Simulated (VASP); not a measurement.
The system is SiC.

```xyz
8
Lattice="3.0776 0.0000 0.0000 -1.5388 2.6652 0.0000 0.0000 0.0000 10.0767" Properties=species:S:1:pos:R:3 pbc="T T T"
Si    1.5388    0.8884    9.4504
Si    0.0000    1.7768    4.4120
Si    0.0000    0.0000    6.9317
Si    0.0000    0.0000    1.8933
C     1.5388    0.8884    7.5555
C     0.0000    1.7768    2.5172
C     0.0000    0.0000    5.0431
C     0.0000    0.0000    0.0047
```

Base run:

- Program: VASP 6.6.1
- Functional: r2SCAN
- Potentials or basis: VASP PAW PBE potentials, release 64 (Si, C)
- Cutoff: 520 eV
- k mesh: 12 × 12 × 4
- Occupations: gaussian, width 0.01 eV
- Spin: no spin polarisation

Its results: band gap on the k mesh 2.61 eV, indirect (least direct gap 3.79 eV); pressure -0.2 GPa.

The run is repeated on the same cell with these changes: functional from r2SCAN to PBE; occupations from gaussian, width 0.01 eV to fermi-dirac, width 0.02 eV. What comes out?

Band gap on the k mesh 2.23 eV, indirect (least direct gap 3.35 eV); pressure 3.5 GPa.

Caveats: the PAW data sets were made with another functional, which shifts forces and pressure a little (some runs).

A k mesh can miss the band edges.
